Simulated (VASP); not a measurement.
# Al3BP4 in VASP: a series of runs

The runs below take Al3BP4 through single point, relaxation of cell and atoms, with PBE.

Everything below comes from runs of VASP 6.6.1. Logs are shortened: lines on timing, memory, paths and dates and some standing lists are left out, and cuts for length are marked.

### 1 The cell of the first run

The typed cell holds 8 atoms: a = 5.283 Å, b = 5.282 Å, c = 6.434 Å, α = 114.24°, β = 114.25°, γ = 89.99°.

### 2 Single point, PBE

INCAR reads:

```
SYSTEM = Al3BP4
PREC = Accurate
ENCUT = 520
EDIFF = 1E-6
ISMEAR = 0
SIGMA = 0.1
LREAL = .FALSE.
LASPH = .TRUE.
NELM = 80
ALGO = Normal
ISIF = 2
LWAVE = .FALSE.
LCHARG = .FALSE.
GGA = PE
NBANDS = 26
```

KPOINTS reads:

```
regular mesh
0
G
  4 4 4
  0 0 0
```

POSCAR reads:

```
Al3BP4
1.0
    5.2828016753      0.0003628480     -0.0002242432
    0.0003586652      5.2816771446     -0.0002773235
   -2.6418437830     -2.6413389094      5.2382508399
Al B P
3 1 4
Direct
    0.2500799762      0.7500803550      0.5000222745
    0.4999588040      0.4999213708     -0.0000044063
    0.7500072936      0.2500190653      0.4999462086
   -0.0000260885     -0.0000153372      0.9999955162
    0.1045895638      0.1046143950      0.7720143875
    0.3326755893      0.8953191095      0.2279503550
    0.6673426959      0.6673351441      0.7720788985
    0.8953721658      0.3327258976      0.2279967658
```

Potentials or basis: VASP PAW PBE potentials, release 64 (Al, B, P).

Started as:

```console
$ cat potpaw_PBE.64/Al/POTCAR potpaw_PBE.64/B/POTCAR potpaw_PBE.64/P/POTCAR > POTCAR
$ mpirun -np 1 vasp_std > vasp.out
```

OUTCAR:

```text
SYSTEM = Al3BP4
   PREC = Accurate
   ENCUT = 520
   EDIFF = 1E-6
   ISMEAR = 0
   LREAL = .FALSE.
   LASPH = .TRUE.
   NELM = 80
   ISIF = 2
   GGA = PE

 ion  position               nearest neighbor table
   1  0.250  0.750  0.500-   7 2.36   8 2.36   5 2.36   6 2.36
   2  0.500  0.500  1.000-   8 2.42   6 2.42   5 2.42   7 2.42
   3  0.750  0.250  0.500-   6 2.36   7 2.36   5 2.36   8 2.36
   4  1.000  1.000  1.000-   7 2.02   5 2.02   6 2.02   8 2.02
   5  0.105  0.105  0.772-   4 2.02   1 2.36   3 2.36   2 2.42
   6  0.333  0.895  0.228-   4 2.02   3 2.36   1 2.36   2 2.42
   7  0.667  0.667  0.772-   4 2.02   1 2.36   3 2.36   2 2.42
   8  0.895  0.333  0.228-   4 2.02   1 2.36   3 2.36   2 2.42

  LATTYP: Found a triclinic cell.
 ALAT       =     5.2828016925
 B/A-ratio  =     1.4139664716
 C/A-ratio  =     1.2177307055
 COS(alpha) =     0.0001354722
 COS(beta)  =     0.4105803429
 COS(gamma) =     0.7071337650

  Lattice vectors:

 A1 = (  -5.2828016753,  -0.0003628480,   0.0002242432)
 A2 = (  -5.2824430101,   5.2813142966,  -0.0000530803)
 A3 = (  -2.6413165575,  -2.6407010832,  -5.2377492732)

Analysis of symmetry for initial positions (statically):
=====================================================================
 Subroutine PRICEL returns:
 Original cell was already a primitive cell.

 Routine SETGRP: Setting up the symmetry group for a
 triclinic supercell.

 Subroutine GETGRP returns: Found  1 space group operations
 (whereof  1 operations were pure point group operations)
 out of a pool of  2 trial point group operations.

The static configuration has the point symmetry C_1 .

Analysis of symmetry for dynamics (positions and initial velocities):
=====================================================================
 Subroutine PRICEL returns:
 Original cell was already a primitive cell.

 Routine SETGRP: Setting up the symmetry group for a
 triclinic supercell.

 Subroutine GETGRP returns: Found  1 space group operations
 (whereof  1 operations were pure point group operations)
 out of a pool of  2 trial point group operations.

The dynamic configuration has the point symmetry C_1 .

 Subroutine INISYM returns: Found  1 space group operations
 (whereof  1 operations are pure point group operations),
 and found     1 'primitive' translations

----------------------------------------------------------------------------------------

                                     Primitive cell

  volume of cell :     146.1510

  direct lattice vectors                    reciprocal lattice vectors
     5.282801675  0.000362848 -0.000224243     0.189297549 -0.000007842  0.095465806
     0.000358665  5.281677145 -0.000277324    -0.000008952  0.189338813  0.095467807
    -2.641843783 -2.641338909  5.238250840     0.000008103  0.000010024  0.190912561

  length of vectors
     5.282801693  5.281677164  6.433916511     0.212007741  0.212045486  0.190912561

  position of ions in fractional coordinates (direct lattice)
     0.250079976  0.750080355  0.500022274
     0.499958804  0.499921371  0.999995594
     0.750007294  0.250019065  0.499946209
     0.999973912  0.999984663  0.999995516
     0.104589564  0.104614395  0.772014388
     0.332675589  0.895319110  0.227950355
     0.667342696  0.667335144  0.772078898
     0.895372166  0.332725898  0.227996766

  ion indices of the primitive-cell ions
   primitive index   ion index
                 1           1
                 2           2
                 3           3
                 4           4
                 5           5
                 6           6
                 7           7
                 8           8

----------------------------------------------------------------------------------------

 KPOINTS: regular mesh

Automatic generation of k-mesh.
 Grid dimensions read from file:
 generate k-points for:    4    4    4

 Generating k-lattice:

  Cartesian coordinates                     Fractional coordinates (reciprocal lattice)
     0.047324387 -0.000001961  0.023866452     0.250000000  0.000000000  0.000000000
    -0.000002238  0.047334703  0.023866952     0.000000000  0.250000000  0.000000000
     0.000002026  0.000002506  0.047728140     0.000000000  0.000000000  0.250000000

  Length of vectors
     0.053001935  0.053011372  0.047728140

  Shift w.r.t. Gamma in fractional coordinates (k-lattice)
     0.000000000  0.000000000  0.000000000

 Subroutine IBZKPT returns following result:
 ===========================================

 Found     36 irreducible k-points:

 Following reciprocal coordinates:
            Coordinates               Weight
  0.000000  0.000000  0.000000      1.000000
  0.250000  0.000000  0.000000      2.000000
  0.500000  0.000000  0.000000      1.000000
  0.000000  0.250000  0.000000      2.000000
  0.250000  0.250000  0.000000      2.000000
  0.500000  0.250000  0.000000      2.000000
[... 16 lines left out ...]
  0.000000 -0.250000  0.250000      2.000000
[... 77 lines left out ...]
      1      -7.3557      2.00000
      2      -4.3978      2.00000
      3      -4.2706      2.00000
      4      -4.2701      2.00000
      5      -2.0634      2.00000
      6      -0.0083      2.00000
[... 18 lines left out ...]
     25      10.6274      0.00000
     26      11.2494      0.00000

 k-point     2 :       0.2500    0.0000    0.0000
  band No.  band energies     occupation
      1      -7.0756      2.00000
      2      -4.8652      2.00000
      3      -4.5126      2.00000
      4      -4.4198      2.00000
      5      -1.5555      2.00000
      6       0.0441      2.00000
[... 18 lines left out ...]
     25      10.7212      0.00000
     26      11.0069      0.00000

 k-point     3 :       0.5000    0.0000    0.0000
  band No.  band energies     occupation
      1      -6.5793      2.00000
      2      -5.6114      2.00000
      3      -4.6317      2.00000
      4      -4.5547      2.00000
      5      -1.1769      2.00000
      6       0.4548      2.00000
[... 18 lines left out ...]
     25      11.2348      0.00000
     26      11.2999      0.00000

 k-point     4 :       0.0000    0.2500    0.0000
  band No.  band energies     occupation
      1      -7.0755      2.00000
      2      -4.8648      2.00000
      3      -4.5126      2.00000
      4      -4.4201      2.00000
      5      -1.5558      2.00000
      6       0.0441      2.00000
[... 18 lines left out ...]
     25      10.7214      0.00000
     26      11.0074      0.00000

 k-point     5 :       0.2500    0.2500    0.0000
  band No.  band energies     occupation
      1      -6.7303      2.00000
      2      -5.0943      2.00000
      3      -4.7686      2.00000
      4      -4.7032      2.00000
      5      -1.1907      2.00000
      6      -0.1110      2.00000
[... 18 lines left out ...]
     25      11.0679      0.00000
     26      11.1303      0.00000

 k-point     6 :       0.5000    0.2500    0.0000
  band No.  band energies     occupation
      1      -6.4297      2.00000
      2      -5.3839      2.00000
      3      -4.9339      2.00000
      4      -4.6413      2.00000
      5      -1.1686      2.00000
      6      -0.3673      2.00000
[... 427 lines left out ...]
 k-point    21 :       0.5000    0.5000    0.2500
  band No.  band energies     occupation
      1      -6.2002      2.00000
      2      -5.1206      2.00000
      3      -5.1205      2.00000
      4      -4.9584      2.00000
      5      -0.9857      2.00000
      6      -0.6918      2.00000
[... 18 lines left out ...]
     25      10.3021      0.00000
     26      10.3025      0.00000

 k-point    22 :      -0.2500    0.5000    0.2500
  band No.  band energies     occupation
      1      -6.4296      2.00000
      2      -5.3837      2.00000
      3      -4.9336      2.00000
      4      -4.6419      2.00000
      5      -1.1688      2.00000
      6      -0.3673      2.00000
[... 18 lines left out ...]
     25      10.5716      0.00000
     26      10.9586      0.00000

 k-point    23 :       0.0000   -0.2500    0.2500
  band No.  band energies     occupation
      1      -7.0756      2.00000
      2      -4.8651      2.00000
      3      -4.5123      2.00000
      4      -4.4198      2.00000
      5      -1.5558      2.00000
      6       0.0443      2.00000
[... 18 lines left out ...]
     25      10.7201      0.00000
     26      11.0092      0.00000

 k-point    24 :       0.2500   -0.2500    0.2500
  band No.  band energies     occupation
      1      -6.7303      2.00000
      2      -5.0946      2.00000
      3      -4.7684      2.00000
      4      -4.7032      2.00000
      5      -1.1906      2.00000
      6      -0.1101      2.00000
[... 18 lines left out ...]
     25      11.0686      0.00000
     26      11.1309      0.00000

 [... further k-points ...]
[... 5 lines left out ...]
  --------------------------------------------------------------------------------------
  -------------------------------------------------------------------------------------
  Total       -0.0960731     -0.0803774     -0.0765989     -0.0081732      0.0061352      0.0059986
  in kB       -1.0531994     -0.8811355     -0.8397145     -0.0895989      0.0672572      0.0657601
  external PRESSURE =      -0.9246831 kB  Pullay stress =       0.0000000 kB

 VOLUME and BASIS-vectors are now :
 -----------------------------------------------------------------------------
  energy-cutoff  :      520.00
  volume of cell :      146.15
      direct lattice vectors                 reciprocal lattice vectors
     5.282801675  0.000362848 -0.000224243     0.189297549 -0.000007842  0.095465806
     0.000358665  5.281677145 -0.000277324    -0.000008952  0.189338813  0.095467807
    -2.641843783 -2.641338909  5.238250840     0.000008103  0.000010024  0.190912561

 POSITION                                       TOTAL-FORCE (eV/Angst)
 -----------------------------------------------------------------------------------
      0.00041      2.64104      2.61898        -0.000854     -0.000768      0.000332
     -0.00047     -0.00072      5.23798         0.000258      0.001427     -0.001287
      2.64145      0.00026      2.61861        -0.000092     -0.000085      0.001363
      2.64119      2.64063      5.23773        -0.000230     -0.000416      0.000924
     -1.48698     -1.48657      4.04395         0.000047      0.000008     -0.000312
      1.15557      4.12681      1.19374        -0.003271      0.002603      0.000653
      1.48597      1.48557      4.04401         0.001870      0.001749     -0.001213
      4.12786      1.15546      1.19401         0.002273     -0.004518     -0.000459
 -----------------------------------------------------------------------------------
    total drift:                               -0.000002     -0.000004      0.000003

  FREE ENERGIE OF THE ION-ELECTRON SYSTEM (eV)
  ---------------------------------------------------
  free  energy   TOTEN  =       -43.1477671899 eV

  energy  without entropy=      -43.1477671899  energy(sigma->0) =      -43.14776719
```

It took 52 s on 1 thread of Intel Xeon 6975P-C (Granite Rapids), shared host; peak memory 0.32 GiB.

What came out:

```yaml
Free_energy: -43.1478 eV
Pressure: -0.1 GPa
Largest_force: 0.005 eV/Å
Band_gap_on_the_k_mesh: 1.13 eV
```

Forces on the atoms (eV/Å):
```
Al  -0.001 -0.001  0.000
Al   0.000  0.001 -0.001
Al   0.000  0.000  0.001
B    0.000  0.000  0.001
P    0.000  0.000  0.000
P   -0.003  0.003  0.001
P    0.002  0.002 -0.001
P    0.002 -0.005  0.000
```

Levels at points of the mesh, in eV from the valence-band top:
| k point | band 12 | band 13 | band 14 | band 15 | band 16 | band 17 | band 18 | band 19 | band 20 | band 21 |
| --- | --- | --- | --- | --- | --- | --- | --- | --- | --- | --- |
| (0.00, 0.00, 0.00) | -2.29 | -2.29 | -0.12 | 0.00 | 0.00 | 1.13 | 1.85 | 3.57 | 3.61 | 3.61 |
| (0.50, 0.00, 0.00) | -2.13 | -1.95 | -1.85 | -1.23 | -0.99 | 3.02 | 3.31 | 3.83 | 3.87 | 3.99 |
| (0.00, 0.50, 0.00) | -2.13 | -1.95 | -1.85 | -1.23 | -0.98 | 3.02 | 3.31 | 3.83 | 3.87 | 3.99 |
| (0.50, 0.50, 0.00) | -1.30 | -1.21 | -0.88 | -0.74 | -0.58 | 1.88 | 3.06 | 3.11 | 3.88 | 3.99 |
| (0.00, 0.00, 0.50) | -2.20 | -1.68 | -1.68 | -1.21 | -1.21 | 1.53 | 1.54 | 1.89 | 2.25 | 2.49 |
| (0.50, 0.00, 0.50) | -2.13 | -1.95 | -1.85 | -1.23 | -0.99 | 3.02 | 3.31 | 3.83 | 3.87 | 3.99 |
| (0.00, 0.50, 0.50) | -2.13 | -1.95 | -1.85 | -1.23 | -0.98 | 3.02 | 3.31 | 3.83 | 3.87 | 3.99 |
| (0.50, 0.50, 0.50) | -1.30 | -1.21 | -0.88 | -0.74 | -0.58 | 1.87 | 3.06 | 3.12 | 3.88 | 3.99 |

A k mesh can miss the band edges.

### 3 Single point, PBE

This run uses another cell than the first one, of the same volume but with other edges.

INCAR reads:

```
SYSTEM = Al3BP4
PREC = Accurate ; ENCUT = 520
EDIFF = 1E-7 ; ISMEAR = 0
SIGMA = 0.02 ; LREAL = .FALSE.
LASPH = .TRUE. ; NELM = 60
ALGO = Normal ; ISIF = 2
LWAVE = .FALSE. ; LCHARG = .FALSE.
GGA = PE ; NBANDS = 26
```

KPOINTS reads:

```
Automatic mesh
0
G
  8 8 8
  0 0 0
```

POSCAR reads:

```
Al3BP4
1.0
   -2.6401591937      2.6401591937      5.2427370103
    2.6401591937     -2.6401591937      5.2427370103
    2.6401591937      2.6401591937     -5.2427370103
Al B P
3 1 4
Direct
    0.7500000000      0.2500000000      0.5000000000
    0.5000000000      0.5000000000      0.0000000000
    0.2500000000      0.7500000000      0.5000000000
    0.0000000000      0.0000000000      0.0000000000
    0.1046560477      0.1046560477      0.4373054793
    0.8953439523      0.3326494317      0.0000000000
    0.6673505683      0.6673505683      0.5626945207
    0.3326494317      0.8953439523      0.0000000000
```

Potentials or basis: VASP PAW PBE potentials, release 64 (Al, B, P).

Started as:

```console
$ cat potpaw_PBE.64/Al/POTCAR potpaw_PBE.64/B/POTCAR potpaw_PBE.64/P/POTCAR > POTCAR
$ mpirun -np 1 vasp_std > vasp.out
```

Run time: 2.1 min. Hardware: 1 thread of Intel Xeon 6975P-C (Granite Rapids), shared host; peak memory 0.43 GiB.

Results (log left out):

```yaml
Free_energy: -43.1507 eV
Pressure: -0.1 GPa
Largest_force: 0.004 eV/Å
Band_gap_on_the_k_mesh: 1.14 eV
```

Forces in eV/Å, atoms in the order of the input:
```
Al   0.000  0.000  0.000
Al   0.000  0.000  0.000
Al   0.000  0.000  0.000
B    0.000  0.000  0.000
P    0.000  0.000  0.004
P    0.000  0.000 -0.004
P    0.000  0.000  0.004
P    0.000  0.000 -0.004
```

Stress tensor (GPa, compression positive):
```
-0.08  0.00  0.00
 0.00 -0.08  0.00
 0.00  0.00 -0.16
```

Levels at points of the mesh, in eV from the valence-band top:
| k point | band 14 | band 15 | band 16 | band 17 | band 18 | band 19 |
| --- | --- | --- | --- | --- | --- | --- |
| (0.00, 0.00, 0.00) | -0.13 | 0.00 | 0.00 | 1.14 | 1.86 | 3.57 |
| (0.50, 0.00, 0.00) | -1.85 | -1.23 | -0.99 | 3.02 | 3.30 | 3.83 |
| (0.50, 0.50, 0.00) | -0.88 | -0.74 | -0.58 | 1.88 | 3.06 | 3.12 |
| (0.50, 0.50, 0.50) | -1.68 | -1.20 | -1.20 | 1.53 | 1.53 | 1.88 |

### 4 Relaxation of cell and atoms, PBE

This run uses another cell than the first one, of 16.84 Å³/atom.

INCAR reads:

```
SYSTEM = Al3BP4
PREC = Accurate
ENCUT = 600
EDIFF = 1E-7
ISMEAR = 0
SIGMA = 0.1
LREAL = .FALSE.
LASPH = .TRUE.
NELM = 100
ALGO = Normal
ISIF = 3
LWAVE = .FALSE.
LCHARG = .FALSE.
GGA = PE
IBRION = 2
NSW = 90
EDIFFG = -0.04
```

KPOINTS reads:

```
regular mesh
0
G
  6 6 6
  0 0 0
```

POSCAR reads:

```
Al3BP4
1.0
   -2.5631265500      2.5631265500      5.1262531100
    2.5631265500     -2.5631265500      5.1262531100
    2.5631265500      2.5631265500     -5.1262531100
Al B P
3 1 4
Direct
    0.7500000000      0.2500000000      0.5000000000
    0.5000000000      0.5000000000      0.0000000000
    0.2500000000      0.7500000000      0.5000000000
    0.0000000000      0.0000000000      0.0000000000
    0.1250000000      0.1250000000      0.5000000000
    0.8750000000      0.3750000000      0.0000000000
    0.6250000000      0.6250000000      0.5000000000
    0.3750000000      0.8750000000      0.0000000000
```

Started as:

```console
$ cat potpaw_PBE.64/Al/POTCAR potpaw_PBE.64/B/POTCAR potpaw_PBE.64/P/POTCAR > POTCAR
$ mpirun -np 1 vasp_std > vasp.out
```

It took 7.4 min on 1 thread of Intel Xeon 6975P-C (Granite Rapids), shared host; peak memory 0.41 GiB.

Results (log left out):

```
Free energy                           : -43.1511 eV
Relaxed volume                        : 18.27 Å³/atom
Relaxed cell                          : a = 6.438 Å, b = 6.438 Å, c = 6.438 Å, α = 131.59°, β = 131.59°, γ = 70.88°
Space group after relaxing (to 0.1 Å) : I-42m (No. 121)
Energy gained by relaxing             : 280.9 meV/atom
Ionic steps                           : 9
Pressure after relaxing               : -0.1 GPa
Largest force after relaxing          : 0.036 eV/Å
Band gap on the k mesh                : 1.14 eV
```

Forces in eV/Å, atoms in the order of the input:
```
Al   0.000  0.000  0.000
Al   0.000  0.000  0.000
Al   0.000  0.000  0.000
B    0.000  0.000  0.000
P   -0.021 -0.021  0.020
P   -0.021  0.021 -0.020
P    0.021  0.021  0.020
P    0.021 -0.021 -0.020
```

Stress tensor (GPa, compression positive):
```
-0.04  0.00  0.00
 0.00 -0.04  0.00
 0.00  0.00 -0.17
```

The path:
| step | energy change (eV) | largest force (eV/Å) | pressure (GPa) | volume (Å³) |
| --- | --- | --- | --- | --- |
| 1 | 0.0000 | 3.3727 | 14.15 | 134.71 |
| 2 | -1.4216 | 0.8688 | -8.95 | 165.83 |
| 3 | -1.6190 | 1.4187 | -4.80 | 156.73 |
| 4 | -2.1525 | 0.5999 | -2.35 | 150.15 |
| 5 | -2.2345 | 0.2926 | -0.44 | 146.66 |
| 6 | -2.2348 | 0.2713 | -0.57 | 146.89 |
| 7 | -2.2455 | 0.0877 | 0.32 | 145.55 |
| 8 | -2.2456 | 0.0844 | 0.35 | 145.50 |
| 9 | -2.2473 | 0.0356 | -0.08 | 146.16 |

Final structure:
```
Al B P
1.0
    -2.63948    2.63948    5.24482
     2.63948   -2.63948    5.24482
     2.63948    2.63948   -5.24482
Al B P
3 1 4
Direct
  0.75000 0.25000 0.50000
  0.50000 0.50000 0.00000
  0.25000 0.75000 0.50000
  0.00000 0.00000 0.00000
  0.10488 0.10488 0.43788
  0.89512 0.33300 0.00000
  0.66699 0.66699 0.56212
  0.33300 0.89512 0.00000
```

Levels at points of the mesh, in eV from the valence-band top:
| k point | band 14 | band 15 | band 16 | band 17 | band 18 | band 19 |
| --- | --- | --- | --- | --- | --- | --- |
| (0.00, 0.00, 0.00) | -0.13 | 0.00 | 0.00 | 1.14 | 1.87 | 3.57 |
| (0.50, 0.00, 0.00) | -1.85 | -1.23 | -0.99 | 3.02 | 3.30 | 3.83 |
| (0.50, 0.50, 0.00) | -0.87 | -0.74 | -0.58 | 1.88 | 3.06 | 3.13 |
| (0.50, 0.50, 0.50) | -1.68 | -1.20 | -1.20 | 1.53 | 1.53 | 1.88 |

A k mesh can miss the band edges.

### 5 The runs side by side

```csv
task,cell,k mesh,cutoff (eV),smearing,gap on the mesh (eV),pressure (GPa),largest force (eV/Å)
single point,"a = 5.283, b = 5.282, c = 6.434 Å, angles 114.2, 114.2, 90.0°, 8 atoms, atomic positions A",4 × 4 × 4,520,gaussian 0.1 eV,1.13,-0.1,0.01
single point,"a = 6.436 Å, angles 131.6, 131.6, 70.9°, 8 atoms, atomic positions A",8 × 8 × 8,520,gaussian 0.02 eV,1.14,-0.1,-
relaxation of cell and atoms,"relaxed from a = 6.278 Å, angles 131.8, 131.8, 70.5°, 8 atoms, atomic positions B",6 × 6 × 6,600,gaussian 0.1 eV,1.14,-0.1,0.04
```

Alike in all rows: level PBE; potentials or basis VASP PAW PBE potentials, release 64 (Al, B, P); no spin polarisation.

Absolute energies hang on the potentials; compare differences alone.
